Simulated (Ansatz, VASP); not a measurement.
**One calculation of ZnS, two programs**

File INCAR:

```
SYSTEM = ZnS
PREC = Accurate
ENCUT = 520
EDIFF = 1E-8
ISMEAR = -1
SIGMA = 0.03
LREAL = .FALSE.
LASPH = .TRUE.
NELM = 80
ALGO = Normal
ISIF = 2
LWAVE = .FALSE.
LCHARG = .FALSE.
GGA = PE
LEFG = .TRUE.
NBANDS = 26
```

File KPOINTS:

```
regular mesh
0
G
  8 8 5
  0 0 0
```

File POSCAR:

```
ZnS
1.0
    3.8236600001      0.0000000000      0.0000000000
   -1.9118300001      3.3113866955      0.0000000000
    0.0000000000      0.0000000000      6.2547111156
Zn S
2 2
Direct
    0.3333333333      0.6666666667      0.0000000000
    0.6666666667      0.3333333333      0.5000000000
    0.3333333333      0.6666666667      0.3850000000
    0.6666666667      0.3333333333      0.8850000000
```

Input for Ansatz:

```yaml
crystal:
  lattice:
    - [3.8236600001, 0.0, 0.0]
    - [-1.9118300001, 3.3113866955, 0.0]
    - [0.0, 0.0, 6.2547111156]
  atoms:
    - { symbol: Zn, position: [0.3333333333, 0.6666666667, 0.0] }
    - { symbol: Zn, position: [0.6666666667, 0.3333333333, 0.5] }
    - { symbol: S, position: [0.3333333333, 0.6666666667, 0.385] }
    - { symbol: S, position: [0.6666666667, 0.3333333333, 0.885] }
kpoints:
  mp_grid: { grid: [8, 8, 5] }
scf:
  occupations: { method: fermi_dirac, width: 0.03 }
hamiltonian:
  xc: pbe
  pseudopotentials: { kind: all_electron, datasets: crystal }
output:
  forces: true
  stress: true
  eigenvalues: true
  efg: { contact_densities: true }
```

Change from the starting cell: volume scaled by 1.01, crystal datasets.

Alike in both runs: task electric field gradients; functional PBE; k mesh 8 × 8 × 5; occupations fermi-dirac, width 0.03 eV; no spin polarisation.

|  | VASP | Ansatz |
| --- | --- | --- |
| version | VASP 6.6.1 | Ansatz 0.2.0 |
| potentials or method | VASP PAW PBE potentials, release 64 (Zn, S), cutoff 520 eV | all-electron PAW with datasets made for the crystal, scalar-relativistic |

|  | VASP | Ansatz | Ansatz less VASP |
| --- | --- | --- | --- |
| gap on the k mesh at the Fermi level (eV) | 2.21 | 2.20 | -0.002 |
| pressure (GPa) | 1.7 | 1.6 | -0.16 |
| traceless stress, the component that is largest in VASP (GPa) | -1.28 | -1.25 | +0.025 |
| rms of the force components (eV/Å) | 0.179 | 0.178 | -0.0020 |
| size of Vzz on the site where it differs most (V/Å²) | 19.1 | 18.1 | -0.96 |

Atom by atom the forces differ by 0.002 eV/Å (rms over components). Ansatz ran all-electron here, and VASP with PAW potentials.
